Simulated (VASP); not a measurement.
Wanted: the native input for a VASP 6.6.1 run.

| Property | Result |
| --- | --- |
| Task | single point |
| Functional | PBEsol |
| Potentials or basis | VASP PAW PBE potentials, release 64 (Ti_sv, N, C, O) |
| Cutoff | 520 eV |
| k mesh | 10 × 10 × 1 |
| Occupations | gaussian, width 0.1 eV |
| Spin | no spin polarisation |
| Dipole correction | yes |
| Further INCAR settings | ALGO = Normal; EDIFF = 1e-06; NBANDS = 50 |

The structure of Ti4CN4O lies in POSCAR:

```
Ti4CN4O
1.0
    2.9726300472      0.0000000000      0.0000000000
    0.0000000000      2.9726300472      0.0000000000
    0.0000000000      0.0000000000     26.4559005930
Ti N C O
4 4 1 1
Direct
    0.5000000000      0.5000000000      0.3212893838
    0.0000000000      0.0000000000      0.4007411060
    0.5000000000      0.5000000000      0.4764041416
    0.0000000000      0.0000000000      0.5582295618
    0.0000000000      0.0000000000      0.3212893838
    0.5000000000      0.5000000000      0.4007411060
    0.0000000000      0.0000000000      0.4821703246
    0.5000000000      0.5000000000      0.5962256051
    0.5000000000      0.5000000000      0.6435738505
    0.5000000000      0.5000000000      0.6878525558
```

The input as run:

INCAR

```
ALGO = Normal
DIPOL = 0.5 0.5 0.489
EDIFF = 1E-6
ENCUT = 520
GGA = PS
IDIPOL = 3
ISIF = 2
ISMEAR = 0
LASPH = T
LCHARG = T
LDIPOL = T
LELF = T
LREAL = F
LVACPOTAV = T
LVHAR = T
LWAVE = F
NBANDS = 50
NELM = 100
PREC = Accurate
SIGMA = 0.1
```

KPOINTS

```
k-points
0
Gamma
  10 10 1
```

Potentials or basis: VASP PAW PBE potentials, release 64 (Ti_sv, N, C, O).

Launch:

```console
$ cat potpaw_PBE.64/Ti_sv/POTCAR potpaw_PBE.64/N/POTCAR potpaw_PBE.64/C/POTCAR potpaw_PBE.64/O/POTCAR > POTCAR
$ mpirun -np 1 vasp_std > vasp.out
```

It gave:

- Largest force: 1.992 eV/Å
- Band gap on the k mesh: zero (bands 39 and 40 overlap by 1.56 eV)

Caveat: the PAW data sets were made with another functional, which shifts forces and pressure a little.

Wall time 15 min on 1 thread of Intel Xeon 8259CL, with other jobs on the host, peak memory 0.47 GiB.
